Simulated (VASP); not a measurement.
Here is a VASP 6.6.1 calculation.

Contents of INCAR:

```
SYSTEM = GdO
ALGO = Normal ; EDIFF = 1E-6
ENCUT = 520 ; GGA = CA
ISIF = 2 ; ISMEAR = -1
ISPIN = 2 ; LASPH = .TRUE.
LCHARG = .FALSE. ; LMAXMIX = 6
LORBIT = 11 ; LREAL = .FALSE.
LWAVE = .FALSE. ; MAGMOM = 7 0
NBANDS = 23 ; NELM = 150
PREC = Accurate ; SIGMA = 0.05
```

Contents of KPOINTS:

```
k-points
0
G
  9 9 9
  0 0 0
```

POSCAR

```
GdO
1.0
    0.0000000000      2.7178813158      2.7178813158
    2.7178813158      0.0000000000      2.7178813158
    2.7178813158      2.7178813158      0.0000000000
Gd O
1 1
Direct
    0.0000000000      0.0000000000      0.0000000000
    0.7500000000      0.7500000000      0.7500000000
```

Potentials or basis: VASP PAW PBE potentials, release 64 (Gd, O).

Command:

```bash
$ cat potpaw_PBE.64/Gd/POTCAR potpaw_PBE.64/O/POTCAR > POTCAR
$ mpirun -np 1 vasp_std > vasp.out
```

(1) Predict the net moment.

(2) Estimate the pressure.

(3) What does it give for the site moments?

## Answers

(1) 6.86 μB per cell.

(2) -8.9 GPa.

(3) Gd +6.64; O -0.05 μB.

Caveat: the cell stands under tension; the PAW data sets were made with another functional, which shifts forces and pressure a little; a cell with one magnetic atom can't hold antiferromagnetic order, which such compounds often take.
